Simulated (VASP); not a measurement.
# NaH in VASP: a series of runs

Runs on NaH. Level: PBE. Tasks: single point.

Program: VASP 6.6.1. These are calculated values, not measurements. Logs are shortened: lines on timing, memory, paths and dates and some standing lists are left out, and cuts for length are marked.

## 1. The cell of the first run

Symmetry: Fm-3m, No. 225, cubic system. The conventional cell has a = 4.880 Å, b = 4.880 Å, c = 4.880 Å, α = 90.00°, β = 90.00°, γ = 90.00°. Na (site symmetry m-3m) has 6 H at 2.44 Å within 3.2 Å. H (site symmetry m-3m) has 6 Na at 2.44 Å within 3.2 Å.

## 2. Single point, PBE

INCAR reads:

```
PREC = Accurate ; ENCUT = 520
EDIFF = 1E-7 ; ISMEAR = -1
SIGMA = 0.03 ; LREAL = F
LASPH = T ; NELM = 80
ALGO = Normal ; ISIF = 2
LWAVE = F ; LCHARG = F
GGA = PE ; NBANDS = 11
```

KPOINTS reads:

```
regular mesh
0
Gamma
  9 9 9
```

POSCAR reads:

```
NaH
1.0
    0.0000000000      2.4400000000      2.4400000000
    2.4400000000      0.0000000000      2.4400000000
    2.4400000000      2.4400000000      0.0000000000
Na H
1 1
Direct
    0.0000000000      0.0000000000      0.0000000000
    0.5000000000      0.5000000000      0.5000000000
```

Potentials or basis: VASP PAW PBE potentials, release 64 (Na_pv, H).

Command:

```
cat potpaw_PBE.64/Na_pv/POTCAR potpaw_PBE.64/H/POTCAR > POTCAR
mpirun -np 1 vasp_std > vasp.out
```

OUTCAR:

```text
PREC = Accurate
   ENCUT = 520
   EDIFF = 1E-7
   ISMEAR = -1
   LREAL = F
   LASPH = T
   NELM = 80
   ISIF = 2
   GGA = PE

 ion  position               nearest neighbor table
   1  0.000  0.000  0.000-
   2  0.500  0.500  0.500-

  LATTYP: Found a face centered cubic cell.
 ALAT       =     4.8800000000

  Lattice vectors:

 A1 = (   0.0000000000,   2.4400000000,   2.4400000000)
 A2 = (   2.4400000000,   0.0000000000,   2.4400000000)
 A3 = (   2.4400000000,   2.4400000000,   0.0000000000)

Analysis of symmetry for initial positions (statically):
=====================================================================
 Subroutine PRICEL returns:
 Original cell was already a primitive cell.

 Routine SETGRP: Setting up the symmetry group for a
 face centered cubic supercell.

 Subroutine GETGRP returns: Found 48 space group operations
 (whereof 48 operations were pure point group operations)
 out of a pool of 48 trial point group operations.

The static configuration has the point symmetry O_h .

Analysis of symmetry for dynamics (positions and initial velocities):
=====================================================================
 Subroutine PRICEL returns:
 Original cell was already a primitive cell.

 Routine SETGRP: Setting up the symmetry group for a
 face centered cubic supercell.

 Subroutine GETGRP returns: Found 48 space group operations
 (whereof 48 operations were pure point group operations)
 out of a pool of 48 trial point group operations.

The dynamic configuration has the point symmetry O_h .

 Subroutine INISYM returns: Found 48 space group operations
 (whereof 48 operations are pure point group operations),
 and found     1 'primitive' translations

----------------------------------------------------------------------------------------

                                     Primitive cell

  volume of cell :      29.0536

  direct lattice vectors                    reciprocal lattice vectors
     0.000000000  2.440000000  2.440000000    -0.204918033  0.204918033  0.204918033
     2.440000000  0.000000000  2.440000000     0.204918033 -0.204918033  0.204918033
     2.440000000  2.440000000  0.000000000     0.204918033  0.204918033 -0.204918033

  length of vectors
     3.450681092  3.450681092  3.450681092     0.354928444  0.354928444  0.354928444

  position of ions in fractional coordinates (direct lattice)
     0.000000000  0.000000000  0.000000000
     0.500000000  0.500000000  0.500000000

  ion indices of the primitive-cell ions
   primitive index   ion index
                 1           1
                 2           2

----------------------------------------------------------------------------------------

 KPOINTS: regular mesh

Automatic generation of k-mesh.
 Grid dimensions read from file:
 generate k-points for:    9    9    9

 Generating k-lattice:

  Cartesian coordinates                     Fractional coordinates (reciprocal lattice)
    -0.022768670  0.022768670  0.022768670     0.111111111  0.000000000  0.000000000
     0.022768670 -0.022768670  0.022768670     0.000000000  0.111111111  0.000000000
     0.022768670  0.022768670 -0.022768670     0.000000000  0.000000000  0.111111111

  Length of vectors
     0.039436494  0.039436494  0.039436494

  Shift w.r.t. Gamma in fractional coordinates (k-lattice)
     0.000000000  0.000000000  0.000000000

 Subroutine IBZKPT returns following result:
 ===========================================

 Found     35 irreducible k-points:

 Following reciprocal coordinates:
            Coordinates               Weight
  0.000000  0.000000  0.000000      1.000000
  0.111111  0.000000  0.000000      8.000000
  0.222222  0.000000  0.000000      8.000000
  0.333333  0.000000  0.000000      8.000000
  0.444444  0.000000  0.000000      8.000000
  0.111111  0.111111  0.000000      6.000000
[... 16 lines left out ...]
 -0.333333  0.333333  0.000000     12.000000
  0.444444  0.444444  0.000000      6.000000
 [... further k-points ...]
   k-points           NKPTS =     35   k-points in BZ     NKDIM =     35   number of bands    NBANDS=     11
   number of dos      NEDOS =    301   number of ions     NIONS =      2
   total plane-waves  NPLWV =  21952
   dimension x,y,z NGX =    28 NGY =   28 NGZ =   28
   dimension x,y,z NGXF=    56 NGYF=   56 NGZF=   56
   ions per type =               1   1
   NGX,Y,Z   is equivalent  to a cutoff of  13.49, 13.49, 13.49 a.u.
   NGXF,Y,Z  is equivalent  to a cutoff of  26.98, 26.98, 26.98 a.u.
 SYSTEM =  unknown system
   PREC   = accura    normal or accurate (medium, high low for compatibility)
   ISTART =      0    job   : 0-new  1-cont  2-samecut
   ICHARG =      2    charge: 1-file 2-atom 10-const
   ISPIN  =      1    spin polarized calculation?
   LNONCOLLINEAR =      F non collinear calculations
   LSORBIT =      F    spin-orbit coupling
   LASPH  =      T    aspherical Exc in radial PAW
   ENCUT  =  520.0 eV  38.22 Ry    6.18 a.u.   6.42  6.42  6.42*2*pi/ulx,y,z
   NELM   =     80;   NELMIN=  2; NELMDL= -5     # of ELM steps
   EDIFF  = 0.1E-06   stopping-criterion for ELM
   LREAL  =      F    real-space projection
   EDIFFG = 0.1E-05   stopping-criterion for IOM
   NSW    =      0    number of steps for IOM
   IBRION =     -1    ionic relax: 0-MD 1-quasi-New 2-CG
   NFREE  =      0    steps in history (QN), initial steepest desc. (CG)
   ISIF   =      2    stress and relaxation
   ISYM   =      2    0-nonsym 1-usesym 2-fastsym
   POTIM  = 0.5000    time-step for ionic-motion
   TEBEG  =    0.0;   TEEND  =   0.0 temperature during run
   PSTRESS=    0.0 pullay stress
   NELECT =       8.0000    total number of electrons
   NUPDOWN=      -1.0000    fix difference up-down
   EMIN   =  10.00;   EMAX   =-10.00  energy-range for DOS
   EFERMI =   0.00;   METHOD = LEGACY
   ISMEAR =    -1;   SIGMA  =   0.03  broadening in eV -4-tet -1-fermi 0-gaus
   EFERMI_NEDOS =   21; number of points for ismear=-14 and -15
   IALGO  =     38    algorithm
   IMIX   =      4    mixing-type and parameters
     AMIX     =   0.40;   BMIX     =  1.00
     AMIX_MAG =   1.60;   BMIX_MAG =  1.00
  volume/ion in A,a.u.               =      14.53        98.03
  Fermi-wavevector in a.u.,A,eV,Ry     =   1.065054  2.012660 15.433636  1.134340
  Thomas-Fermi vector in A             =   2.200593
   LORBIT       =      0    0 simple, 1 ext, 2 COOP (PROOUT), +10 PAW based schemes
   GGA     = PE    functional components
   LHFCALC =     F    Hartree Fock is set to
   AEXX    =    0.0000 exact exchange contribution
   IVDW    =     0    specifies the selected vdW correction
   LEPSILON=     F    determine dielectric tensor
   LRPA    =     F    only Hartree local field effects (RPA)
 non-spin polarized calculation
  energy-cutoff  :      520.00
  volume of cell :       29.05
 maximum number of plane-waves:       797
 NGX is ok and might be reduce to    28
   NGX = 13   NGY = 13   NGZ = 13

 number of electron       8.0000008 magnetization

 Free energy of the ion-electron system (eV)
  ---------------------------------------------------
  ext. energy  EPLUGINS =         0.00000000
  ---------------------------------------------------
  free energy    TOTEN  =        -5.08604827 eV

  energy without entropy =       -5.08604827  energy(sigma->0) =       -5.08604827

 E-fermi :  -0.6342     XC(G=0):  -7.6722

 val. band max:       -1.2676830617   @ k =  -0.3333   0.4444   0.1111
 cond. band min:       2.7417012936   @ k =  -0.4444   0.1111   0.0000
 fundamental gap:      4.0093843553
 Fermi energy:        -0.6342397532

 k-point     1 :       0.0000    0.0000    0.0000
  band No.  band energies     occupation
      1     -23.3596      2.00000
      2     -23.3596      2.00000
      3     -23.3596      2.00000
      4      -4.7405      2.00000
      5       8.9585      0.00000
      6      14.1803      0.00000
      7      14.1803      0.00000
      8      14.1803      0.00000
      9      14.9678      0.00000
     10      14.9678      0.00000
     11      14.9678      0.00000

 k-point     2 :       0.1111    0.0000    0.0000
  band No.  band energies     occupation
      1     -23.3697      2.00000
      2     -23.3609      2.00000
      3     -23.3609      2.00000
      4      -4.5332      2.00000
      5       8.2929      0.00000
      6      11.8473      0.00000
      7      13.4646      0.00000
      8      13.4646      0.00000
      9      15.8553      0.00000
     10      15.8553      0.00000
     11      15.9715      0.00000

 k-point     3 :       0.2222    0.0000    0.0000
  band No.  band energies     occupation
      1     -23.3949      2.00000
      2     -23.3639      2.00000
      3     -23.3639      2.00000
      4      -3.9359      2.00000
      5       6.4335      0.00000
      6      10.3398      0.00000
      7      12.7340      0.00000
      8      12.7340      0.00000
      9      16.1194      0.00000
     10      16.1194      0.00000
     11      17.0380      0.00000

 k-point     4 :       0.3333    0.0000    0.0000
  band No.  band energies     occupation
      1     -23.4232      2.00000
      2     -23.3674      2.00000
      3     -23.3674      2.00000
      4      -3.0481      2.00000
      5       4.2892      0.00000
      6       9.6762      0.00000
      7      12.2574      0.00000
      8      12.2575      0.00000
      9      15.3807      0.00000
     10      15.3807      0.00000
     11      17.5164      0.00000

 k-point     5 :       0.4444    0.0000    0.0000
  band No.  band energies     occupation
      1     -23.4416      2.00000
      2     -23.3697      2.00000
      3     -23.3697      2.00000
      4      -2.1993      2.00000
      5       2.7483      0.00000
      6       9.4081      0.00000
      7      12.0266      0.00000
      8      12.0266      0.00000
      9      14.9151      0.00000
     10      14.9151      0.00000
     11      17.3699      0.00000
[... 211 lines left out ...]
 k-point    21 :       0.4444    0.3333    0.0000
  band No.  band energies     occupation
      1     -23.4266      2.00000
      2     -23.3882      2.00000
      3     -23.3840      2.00000
      4      -1.9277      2.00000
      5       4.1261      0.00000
      6       7.4514      0.00000
      7       9.6515      0.00000
      8      10.2521      0.00000
      9      12.3235      0.00000
     10      20.0372      0.00000
     11      21.3326      0.00000

 k-point    22 :      -0.4444    0.3333    0.0000
  band No.  band energies     occupation
      1     -23.4256      2.00000
      2     -23.4006      2.00000
      3     -23.3828      2.00000
      4      -1.4266      2.00000
      5       3.8771      0.00000
      6       5.6567      0.00000
      7       9.8130      0.00000
      8      10.3379      0.00000
      9      14.6690      0.00000
     10      19.8600      0.00000
     11      20.4471      0.00000

 k-point    23 :      -0.3333    0.3333    0.0000
  band No.  band energies     occupation
      1     -23.4153      2.00000
      2     -23.4129      2.00000
      3     -23.3783      2.00000
      4      -1.4635      2.00000
      5       4.3944      0.00000
      6       4.5959      0.00000
      7      10.3343      0.00000
      8      10.8879      0.00000
      9      16.8100      0.00000
     10      19.6985      0.00000
     11      20.0225      0.00000

 k-point    24 :       0.4444    0.4444    0.0000
  band No.  band energies     occupation
      1     -23.4332      2.00000
      2     -23.3877      2.00000
      3     -23.3877      2.00000
      4      -1.5528      2.00000
      5       3.5839      0.00000
      6       8.7967      0.00000
      7       9.3502      0.00000
      8       9.3502      0.00000
      9      10.4216      0.00000
     10      21.6607      0.00000
     11      23.5404      0.00000

 [... further k-points ...]
[... 5 lines left out ...]
  --------------------------------------------------------------------------------------
  -------------------------------------------------------------------------------------
  Total       -0.1249225     -0.1249225     -0.1249225     -0.0000000     -0.0000000      0.0000000
  in kB       -6.8889327     -6.8889327     -6.8889327     -0.0000000     -0.0000000      0.0000000
  external PRESSURE =      -6.8889327 kB  Pullay stress =       0.0000000 kB

 VOLUME and BASIS-vectors are now :
 -----------------------------------------------------------------------------
  energy-cutoff  :      520.00
  volume of cell :       29.05
      direct lattice vectors                 reciprocal lattice vectors
     0.000000000  2.440000000  2.440000000    -0.204918033  0.204918033  0.204918033
     2.440000000  0.000000000  2.440000000     0.204918033 -0.204918033  0.204918033
     2.440000000  2.440000000  0.000000000     0.204918033  0.204918033 -0.204918033

 POSITION                                       TOTAL-FORCE (eV/Angst)
 -----------------------------------------------------------------------------------
      0.00000      0.00000      0.00000         0.000000      0.000000      0.000000
      2.44000      2.44000      2.44000        -0.000000     -0.000000     -0.000000
 -----------------------------------------------------------------------------------
    total drift:                               -0.000000     -0.000000      0.000000

  FREE ENERGIE OF THE ION-ELECTRON SYSTEM (eV)
  ---------------------------------------------------
  free  energy   TOTEN  =        -5.0860482671 eV

  energy  without entropy=       -5.0860482671  energy(sigma->0) =       -5.08604827
```

It took 8.7 s on 1 thread of Intel Xeon 6975P-C (Granite Rapids), shared host; peak memory 0.15 GiB.

What came out:

| Item | Value |
| --- | --- |
| Free energy | -5.0860 eV |
| Pressure | -0.7 GPa |
| Band gap on the k mesh | 4.01 eV, indirect (least direct gap 4.70 eV) |

Levels at points of the mesh, in eV from the valence-band top:
```
           k point  band 1  band 2  band 3  band 4  band 5  band 6  band 7  band 8  band 9
(0.00, 0.00, 0.00)  -22.09  -22.09  -22.09   -3.47   10.23   15.45   15.45   15.45   16.24
```

## 3. Single point, PBE (x and y stretched by +1.5 %, z held)

INCAR reads:

```
PREC     = Accurate       # precision mode
ENCUT    = 520            # plane-wave cutoff, eV
EDIFF    = 1E-6           # SCF threshold, eV
ISMEAR   = -1             # smearing method
SIGMA    = 0.03           # smearing width, eV
LREAL    = False          # projectors in reciprocal space
LASPH    = True           # aspherical terms in the spheres
NELM     = 100            # most SCF steps
ALGO     = Normal         # electronic algorithm
ISIF     = 2              # what is computed and relaxed
LWAVE    = False          # write WAVECAR
LCHARG   = False          # write CHGCAR
GGA      = PE             # functional
NBANDS   = 11             # bands
```

KPOINTS is that of step 2.

POSCAR reads:

```
NaH
1.0
    0.0000000000      2.4766000000      2.4400000000
    2.4766000000      0.0000000000      2.4400000000
    2.4766000000      2.4766000000      0.0000000000
Na H
1 1
Direct
    0.0000000000      0.0000000000      0.0000000000
    0.5000000000      0.5000000000      0.5000000000
```

Potentials or basis: VASP PAW PBE potentials, release 64 (Na_pv, H).

Command:

```
cat potpaw_PBE.64/Na_pv/POTCAR potpaw_PBE.64/H/POTCAR > POTCAR
mpirun -np 1 vasp_std > vasp.out
```

It took 16 s on 1 thread of Intel Xeon 6975P-C (Granite Rapids), shared host; peak memory 0.16 GiB.

Results (log left out):

```yaml
Free_energy: -5.0807 eV
Pressure: -1.3 GPa
Band_gap_on_the_k_mesh: 3.93 eV, indirect (least direct gap 4.63 eV)
```

Stress tensor (GPa, compression positive):
```
-1.38  0.00  0.00
 0.00 -1.38  0.00
 0.00  0.00 -1.03
```

Levels at points of the mesh, in eV from the valence-band top:
```tsv
k point	band 1	band 2	band 3	band 4	band 5	band 6	band 7	band 8	band 9
(0.00, 0.00, 0.00)	-22.17	-22.17	-22.17	-3.42	9.94	15.18	15.18	15.26	15.92
```

Caveat: the cell differs from its parent crystal (x and y stretched by +1.5 %, z held). A k mesh can miss the band edges.

## 4. Single point, PBE (atom 2 (H) moved by [0.035355, 0.035355, 0.0] A)

INCAR reads:

```
SYSTEM = NaH
  PREC = Accurate
  ENCUT = 520
  EDIFF = 1E-6
  ISMEAR = -1
  SIGMA = 0.03
  LREAL = .FALSE.
  LASPH = .TRUE.
  NELM = 80
  ALGO = Normal
  ISIF = 2
  LWAVE = .FALSE.
  LCHARG = .TRUE.
  GGA = PE
  LELF = .TRUE.
  LVHAR = .TRUE.
  NBANDS = 11
```

KPOINTS reads:

```
regular mesh
0
G
  9 9 9
  0 0 0
```

POSCAR reads:

```
NaH
1.0
    0.0000000000      2.4400000000      2.4400000000
    2.4400000000      0.0000000000      2.4400000000
    2.4400000000      2.4400000000      0.0000000000
Na H
1 1
Direct
    0.0000000000      0.0000000000      0.0000000000
    0.5000000000      0.5000000000      0.5144897541
```

Command:

```
cat potpaw_PBE.64/Na_pv/POTCAR potpaw_PBE.64/H/POTCAR > POTCAR
mpirun -np 1 vasp_std > vasp.out
```

Wall time 24 s (1 thread of Intel Xeon 6975P-C (Granite Rapids), shared host); peak memory 0.17 GiB.

Results (log left out):

```
Free energy            : -5.0851 eV
Pressure               : -0.7 GPa
Largest force          : 0.039 eV/Å
Band gap on the k mesh : 4.01 eV, indirect (least direct gap 4.70 eV)
```

Forces in eV/Å, atoms in the order of the input:
```
Na   0.027  0.027  0.000
H   -0.027 -0.027  0.000
```

Levels at points of the mesh, in eV from the valence-band top:
```csv
k point,band 1,band 2,band 3,band 4,band 5,band 6,band 7,band 8
"(0.00, 0.00, 0.00)",-22.09,-22.09,-22.09,-3.47,10.22,15.44,15.44,15.45
```

Caveat: the cell differs from its parent crystal (atom 2 (H) moved by [0.035355, 0.035355, 0.0] A).
